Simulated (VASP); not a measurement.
Write the native input for VASP 6.6.1 that does the following.

```yaml
Task: single point
Functional: r2SCAN
Potentials_or_basis: VASP PAW PBE potentials, release 64 (K_sv, F)
Cutoff: 520 eV
k_mesh: 8 × 8 × 8
Occupations: gaussian, width 0.01 eV
Spin: no spin polarisation
Dipole_correction: no
Further_INCAR_settings: ALGO = Normal; EDIFF = 1e-06; NBANDS = 15
```

Crystal: KF (Carobbiite).

```
K F
1.0
     0.00000    2.71111    2.71111
     2.71111    0.00000    2.71111
     2.71111    2.71111    0.00000
K F
1 1
Direct
  0.00000 0.00000 0.00000
  0.50000 0.50000 0.50000
```

This cell differs from its parent crystal: volume changed by +6%.

One way to write it, as run:

POSCAR

```
KF
1.0
    0.0000000000      2.7111063201      2.7111063201
    2.7111063201      0.0000000000      2.7111063201
    2.7111063201      2.7111063201      0.0000000000
K F
1 1
Direct
    0.0000000000      0.0000000000      0.0000000000
    0.5000000000      0.5000000000      0.5000000000
```

INCAR.step1

```
SYSTEM = KF
PREC = Accurate ; ENCUT = 520
ISMEAR = 0 ; SIGMA = 0.01
LREAL = .False. ; LASPH = .True.
NELM = 60 ; NBANDS = 15
GGA = PE ; ALGO = Normal
EDIFF = 1E-4 ; LWAVE = .True.
LCHARG = .False.
```

INCAR.step2

```
SYSTEM = KF
PREC = Accurate ; ENCUT = 520
EDIFF = 1E-6 ; ISMEAR = 0
SIGMA = 0.01 ; LREAL = .False.
LASPH = .True. ; NELM = 60
ALGO = Normal ; ISIF = 2
LWAVE = .False. ; LCHARG = .True.
METAGGA = R2SCAN ; LMIXTAU = .True.
LELF = .True. ; LVHAR = .True.
NBANDS = 15 ; ISTART = 1
```

KPOINTS

```
regular mesh
0
Gamma
  8 8 8
  0 0 0
```

Potentials or basis: VASP PAW PBE potentials, release 64 (K_sv, F).

Run with:

```sh
$ cat potpaw_PBE.64/K_sv/POTCAR potpaw_PBE.64/F/POTCAR > POTCAR
$ cp INCAR.step1 INCAR
$ mpirun -np 1 vasp_std > vasp.out
$ cp INCAR.step2 INCAR
$ mpirun -np 1 vasp_std > vasp.out
```

It gave:

```
Pressure               : -1.8 GPa
Band gap on the k mesh : 6.60 eV, direct
```

Caveat: the PAW data sets were made with another functional, which shifts forces and pressure a little.

Wall time 47 s on 1 thread of AMD EPYC 9R45 96-Core Processor (Zen 5), on a shared host, peak memory 0.15 GiB.
